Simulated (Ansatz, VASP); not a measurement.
Ti: VASP beside Ansatz

INCAR

```
PREC = Accurate ; ENCUT = 400
EDIFF = 1E-6 ; ISMEAR = 0
SIGMA = 0.1 ; LREAL = F
LASPH = T ; NELM = 120
ALGO = Normal ; ISIF = 2
LWAVE = F ; LCHARG = T
LDIPOL = T ; IDIPOL = 3
DIPOL = 0.5 0.5 0.500 ; GGA = PS
LELF = T ; LVHAR = T
LVACPOTAV = T ; NBANDS = 45
GGA_COMPAT = F ; NELMDL = -8
```

Contents of KPOINTS:

```
regular mesh
0
Gamma
  6 6 1
```

File POSCAR:

```
Ti
1.0
    2.9004352004      0.0000000000      0.0000000000
   -1.4502176002      2.5118505656      0.0000000000
    0.0000000000      0.0000000000     26.4774761173
Ti
6
Direct
    0.6666666667      0.3333333333      0.2832596267
    0.3333333333      0.6666666667      0.3699557760
    0.6666666667      0.3333333333      0.4566519253
    0.3333333333      0.6666666667      0.5433480747
    0.6666666667      0.3333333333      0.6300442240
    0.3333333333      0.6666666667      0.7167403733
```

Input for Ansatz:

```yaml
crystal:
  lattice:
    - [2.9004352004, 0.0, 0.0]
    - [-1.4502176002, 2.5118505656, 0.0]
    - [0.0, 0.0, 26.4774761173]
  atoms:
    - { symbol: Ti, position: [0.6666666667, 0.3333333333, 0.2832596267] }
    - { symbol: Ti, position: [0.3333333333, 0.6666666667, 0.369955776] }
    - { symbol: Ti, position: [0.6666666667, 0.3333333333, 0.4566519253] }
    - { symbol: Ti, position: [0.3333333333, 0.6666666667, 0.5433480747] }
    - { symbol: Ti, position: [0.6666666667, 0.3333333333, 0.630044224] }
    - { symbol: Ti, position: [0.3333333333, 0.6666666667, 0.7167403733] }
basis:
  ecutwfc: 420
kpoints:
  mp_grid: { grid: [6, 6, 1] }
hamiltonian:
  xc: pbesol
scf:
  occupations: { method: gaussian, width: 0.1 }
output:
  forces: true
  stress: true
  eigenvalues: true
efield:
  axis: 3
  dipole_correction: true
  ramp_width: 0.04
```

Alike in both runs: task single point; functional PBEsol; k mesh 6 × 6 × 1; occupations gaussian, width 0.1 eV; no spin polarisation.

|  | VASP | Ansatz |
| --- | --- | --- |
| version | VASP 6.6.1 | Ansatz 0.2.0 |
| potentials or method | VASP PAW PBE potentials, release 64 (Ti_sv), cutoff 400 eV | scalar-relativistic, plane waves, PAW |
| valence electrons in the cell | 72 | 72 |

VASP gave:

| Property | Result |
| --- | --- |
| gap on the k mesh at the Fermi level (eV) | none |
| rms of the force components (eV/Å) | 0.238 |
| work function, face that differs most (eV) | 4.60 |

Problem. Estimate Ansatz's values.

Solution. gap on the k mesh at the Fermi level (eV): none; rms of the force components (eV/Å): 0.236; work function, face that differs most (eV): 4.60.

VASP's potentials were made for PBE, not for PBEsol. Atom by atom the forces differ by 0.003 eV/Å (rms over components). A gap of «none» marks a metal or a gap that the smearing closes.

The k mesh is coarse, so the values compare programs but aren't converged.
